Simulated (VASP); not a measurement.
# Fe (Im-3m) in VASP: notebook, part 2 of 2

VASP 6.6.1.

**3. Single point, revPBE, collinear spin, ferromagnetic start (volume scaled by 1.08)**

INCAR reads:

```
SYSTEM = Fe
PREC     = Accurate       ! precision mode
ENCUT    = 520            ! plane-wave cutoff, eV
EDIFF    = 1E-6           ! SCF threshold, eV
ISMEAR   = -1             ! smearing method
SIGMA    = 0.05           ! smearing width, eV
LREAL    = .False.        ! projectors in reciprocal space
LASPH    = .True.         ! aspherical terms in the spheres
NELM     = 150            ! most SCF steps
ALGO     = Normal         ! electronic algorithm
ISIF     = 2              ! what is computed and relaxed
LWAVE    = .False.        ! write WAVECAR
LCHARG   = .False.        ! write CHGCAR
ISPIN    = 2              ! spin polarisation
MAGMOM   = 2.276          ! initial moments
LORBIT   = 11             ! projections on sites
LMAXMIX  = 4              ! l up to which the mixer works
GGA      = RE             ! functional
NBANDS   = 14             ! bands
```

KPOINTS reads:

```
regular mesh
0
Gamma
  25 25 25
  0 0 0
```

POSCAR reads:

```
Fe
1.0
   -1.4634503984      1.4634503984      1.4634503984
    1.4634503984     -1.4634503984      1.4634503984
    1.4634503984      1.4634503984     -1.4634503984
Fe
1
Direct
    0.0000000000      0.0000000000      0.0000000000
```

Potentials or basis: VASP PAW PBE potentials, release 64 (Fe).

Command:

```sh
> cat potpaw_PBE.64/Fe/POTCAR > POTCAR
> mpirun -np 1 vasp_std > vasp.out
```

OUTCAR:

```text
SYSTEM = Fe
   PREC = Accurate
   ENCUT = 520
   EDIFF = 1E-6
   ISMEAR = -1
   LREAL = .False.
   LASPH = .True.
   NELM = 150
   ISIF = 2
   ISPIN = 2
   LORBIT = 11
   GGA = RE

 ion  position               nearest neighbor table
   1  0.000  0.000  0.000-

  LATTYP: Found a body centered cubic cell.
 ALAT       =     2.9269007968

  Lattice vectors:

 A1 = (  -1.4634503984,   1.4634503984,   1.4634503984)
 A2 = (   1.4634503984,  -1.4634503984,   1.4634503984)
 A3 = (   1.4634503984,   1.4634503984,  -1.4634503984)

Analysis of symmetry for initial positions (statically):
=====================================================================
 Subroutine PRICEL returns:
 Original cell was already a primitive cell.

 Routine SETGRP: Setting up the symmetry group for a
 body centered cubic supercell.

 Subroutine GETGRP returns: Found 48 space group operations
 (whereof 48 operations were pure point group operations)
 out of a pool of 48 trial point group operations.

The static configuration has the point symmetry O_h .

Analysis of symmetry for dynamics (positions and initial velocities):
=====================================================================
 Subroutine PRICEL returns:
 Original cell was already a primitive cell.

 Routine SETGRP: Setting up the symmetry group for a
 body centered cubic supercell.

 Subroutine GETGRP returns: Found 48 space group operations
 (whereof 48 operations were pure point group operations)
 out of a pool of 48 trial point group operations.

The dynamic configuration has the point symmetry O_h .

Analysis of structural, dynamic, and magnetic symmetry:
=====================================================================
 Subroutine PRICEL returns:
 Original cell was already a primitive cell.

 Routine SETGRP: Setting up the symmetry group for a
 body centered cubic supercell.

 Subroutine GETGRP returns: Found 48 space group operations
 (whereof 48 operations were pure point group operations)
 out of a pool of 48 trial point group operations.

The overall configuration has the point symmetry O_h .

 Subroutine INISYM returns: Found 48 space group operations
 (whereof 48 operations are pure point group operations),
 and found     1 'primitive' translations

----------------------------------------------------------------------------------------

                                     Primitive cell

  volume of cell :      12.5370

  direct lattice vectors                    reciprocal lattice vectors
    -1.463450398  1.463450398  1.463450398     0.000000000  0.341658317  0.341658317
     1.463450398 -1.463450398  1.463450398     0.341658317  0.000000000  0.341658317
     1.463450398  1.463450398 -1.463450398     0.341658317  0.341658317  0.000000000

  length of vectors
     2.534770444  2.534770444  2.534770444     0.483177825  0.483177825  0.483177825

  position of ions in fractional coordinates (direct lattice)
     0.000000000  0.000000000  0.000000000

  ion indices of the primitive-cell ions
   primitive index   ion index
                 1           1

----------------------------------------------------------------------------------------

 KPOINTS: regular mesh

Automatic generation of k-mesh.
 Grid dimensions read from file:
 generate k-points for:   25   25   25

 Generating k-lattice:
[... 64 lines left out ...]
   EDIFFG = 0.1E-04   stopping-criterion for IOM
   NSW    =      0    number of steps for IOM
   IBRION =     -1    ionic relax: 0-MD 1-quasi-New 2-CG
   NFREE  =      0    steps in history (QN), initial steepest desc. (CG)
   ISIF   =      2    stress and relaxation
   ISYM   =      2    0-nonsym 1-usesym 2-fastsym
   POTIM  = 0.5000    time-step for ionic-motion
   TEBEG  =    0.0;   TEEND  =   0.0 temperature during run
   PSTRESS=    0.0 pullay stress
   NELECT =       8.0000    total number of electrons
   NUPDOWN=      -1.0000    fix difference up-down
   EMIN   =  10.00;   EMAX   =-10.00  energy-range for DOS
   EFERMI =   0.00;   METHOD = LEGACY
   ISMEAR =    -1;   SIGMA  =   0.05  broadening in eV -4-tet -1-fermi 0-gaus
   EFERMI_NEDOS =   21; number of points for ismear=-14 and -15
   IALGO  =     38    algorithm
   IMIX   =      4    mixing-type and parameters
     AMIX     =   0.40;   BMIX     =  1.00
     AMIX_MAG =   1.60;   BMIX_MAG =  1.00
  volume/ion in A,a.u.               =      12.54        84.60
  Fermi-wavevector in a.u.,A,eV,Ry     =   1.409419  2.663416 27.027459  1.986462
  Thomas-Fermi vector in A             =   2.531477
   LORBIT       =     11    0 simple, 1 ext, 2 COOP (PROOUT), +10 PAW based schemes
   GGA     = RE    functional components
   LHFCALC =     F    Hartree Fock is set to
   AEXX    =    0.0000 exact exchange contribution
   IVDW    =     0    specifies the selected vdW correction
   LEPSILON=     F    determine dielectric tensor
   LRPA    =     F    only Hartree local field effects (RPA)
 spin polarized calculation
  energy-cutoff  :      520.00
  volume of cell :       12.54
 maximum number of plane-waves:       370
   NGX =  9   NGY =  9   NGZ =  9

 number of electron       7.9999997 magnetization       2.4802602

 Free energy of the ion-electron system (eV)
  ---------------------------------------------------
  ext. energy  EPLUGINS =         0.00000000
  ---------------------------------------------------
  free energy    TOTEN  =        -7.83353318 eV

  energy without entropy =       -7.82391166  energy(sigma->0) =       -7.82872242

 E-fermi :   4.9515     XC(G=0): -12.4904

 val. band max:        4.9503923578   @ k =  -0.1200   0.1600   0.0400
 cond. band min:       4.9521038745   @ k =  -0.0800   0.1200   0.0400
 fundamental gap:      0.0017115167
 Fermi energy:         4.9514748109

 spin component 1

 k-point     1 :       0.0000    0.0000    0.0000
  band No.  band energies     occupation
      1      -2.8827      1.00000
      2       2.7434      1.00000
      3       2.7434      1.00000
      4       2.7434      1.00000
      5       3.8218      1.00000
      6       3.8218      1.00000
      7      29.0222      0.00000
      8      29.0222      0.00000
      9      29.0222      0.00000
     10      33.5223      0.00000
     11      33.5223      0.00000
     12      35.2172      0.00000
     13      35.2172      0.00000
     14      35.2172      0.00000
[... 379 lines left out ...]
      3       3.8279      1.00000
      4       3.9153      1.00000
      5       4.7321      0.98772
      6       5.6380      0.00000
      7      11.8495      0.00000
      8      22.2656      0.00000
      9      23.5347      0.00000
     10      27.3949      0.00000
     11      30.6902      0.00000
     12      37.4322      0.00000
     13      40.8557      0.00000
     14      43.6370      0.00000

 [... further k-points ...]

 spin component 2

 k-point     1 :       0.0000    0.0000    0.0000
  band No.  band energies     occupation
      1      -2.7673      1.00000
      2       5.0365      0.15439
      3       5.0366      0.15411
      4       5.0366      0.15409
      5       6.8263      0.00000
      6       6.8265      0.00000
      7      28.6334      0.00000
      8      28.6334      0.00000
      9      28.6334      0.00000
     10      33.5708      0.00000
     11      33.5708      0.00000
     12      35.9909      0.00000
     13      35.9909      0.00000
     14      36.0109      0.00000
[... 379 lines left out ...]
      3       5.3206      0.00062
      4       6.6910      0.00000
      5       7.0871      0.00000
      6       7.7202      0.00000
      7      13.2959      0.00000
      8      22.2997      0.00000
      9      24.1257      0.00000
     10      27.8425      0.00000
     11      31.3398      0.00000
     12      37.4080      0.00000
     13      41.1219      0.00000
     14      44.2127      0.00000

 [... further k-points ...]
[... 5 lines left out ...]
  --------------------------------------------------------------------------------------
  -------------------------------------------------------------------------------------
  Total       -0.6495421     -0.6495421     -0.6495421     -0.0000000     -0.0000000      0.0000000
  in kB      -83.0087464    -83.0087464    -83.0087464     -0.0000000     -0.0000000      0.0000000
  external PRESSURE =     -83.0087464 kB  Pullay stress =       0.0000000 kB

 VOLUME and BASIS-vectors are now :
 -----------------------------------------------------------------------------
  energy-cutoff  :      520.00
  volume of cell :       12.54
      direct lattice vectors                 reciprocal lattice vectors
    -1.463450398  1.463450398  1.463450398     0.000000000  0.341658317  0.341658317
     1.463450398 -1.463450398  1.463450398     0.341658317  0.000000000  0.341658317
     1.463450398  1.463450398 -1.463450398     0.341658317  0.341658317  0.000000000

 POSITION                                       TOTAL-FORCE (eV/Angst)
 -----------------------------------------------------------------------------------
      0.00000      0.00000      0.00000        -0.000000      0.000000     -0.000000
 -----------------------------------------------------------------------------------
    total drift:                                0.000000      0.000000      0.000000

  FREE ENERGIE OF THE ION-ELECTRON SYSTEM (eV)
  ---------------------------------------------------
  free  energy   TOTEN  =        -7.8335331833 eV

  energy  without entropy=       -7.8239116570  energy(sigma->0) =       -7.82872242

 total charge

# of ion       s       p       d       tot
------------------------------------------
    1        0.447   0.459   6.173   7.078

 magnetization (x)

# of ion       s       p       d       tot
------------------------------------------
    1       -0.016  -0.060   2.578   2.501
```

It took 87 s on 1 thread of Intel Xeon Platinum 8375C at 2.90GHz (Ice Lake), shared host; peak memory 0.23 GiB.

Results:

```
Free energy                                           : -7.8335 eV
Pressure                                              : -8.3 GPa
Net moment                                            : 2.48 μB per cell
Site moments                                          : Fe +2.50 μB
Valence electrons inside the program's atomic spheres : Fe 7.08
```

Caveat: the PAW data sets were made with another functional, which shifts forces and pressure a little.

**4. Single point, revPBE, collinear spin, ferromagnetic start (volume scaled by 1.12)**

INCAR reads:

```
SYSTEM = Fe
  PREC = Accurate
  ENCUT = 520
  EDIFF = 1E-6
  ISMEAR = -1
  SIGMA = 0.05
  LREAL = .FALSE.
  LASPH = .TRUE.
  NELM = 150
  ALGO = Normal
  ISIF = 2
  LWAVE = .FALSE.
  LCHARG = .TRUE.
  ISPIN = 2
  MAGMOM = 2.276
  LORBIT = 11
  LMAXMIX = 4
  GGA = RE
  LELF = .TRUE.
  LVHAR = .TRUE.
  NBANDS = 14
```

KPOINTS reads:

```
Automatic mesh
0
G
  25 25 25
  0 0 0
```

POSCAR reads:

```
Fe
1.0
   -1.4812991136      1.4812991136      1.4812991136
    1.4812991136     -1.4812991136      1.4812991136
    1.4812991136      1.4812991136     -1.4812991136
Fe
1
Direct
    0.0000000000      0.0000000000      0.0000000000
```

Command:

```sh
> cat potpaw_PBE.64/Fe/POTCAR > POTCAR
> mpirun -np 1 vasp_std > vasp.out
```

Wall time 91 s (1 thread of Intel Xeon Platinum 8375C at 2.90GHz (Ice Lake), shared host); peak memory 0.23 GiB.

It converged, with:

```
Free energy                                           : -7.8053 eV
Pressure                                              : -11.3 GPa
Net moment                                            : 2.57 μB per cell
Site moments                                          : Fe +2.60 μB
Valence electrons inside the program's atomic spheres : Fe 7.02
```

Levels at points of the mesh, in eV from the Fermi level:
Spin up:
```
           k point  band 2  band 3  band 4  band 5  band 6  band 7  band 8  band 9
(0.00, 0.00, 0.00)   -2.26   -2.26   -2.26   -1.22   -1.22   23.66   23.66   23.66
```
Spin down:
```tsv
k point	band 1	band 2	band 3	band 4	band 5	band 6	band 7	band 8
(0.00, 0.00, 0.00)	-7.59	0.15	0.15	0.15	1.85	1.85	23.24	23.24
```

Caveat: the PAW data sets were made with another functional, which shifts forces and pressure a little.
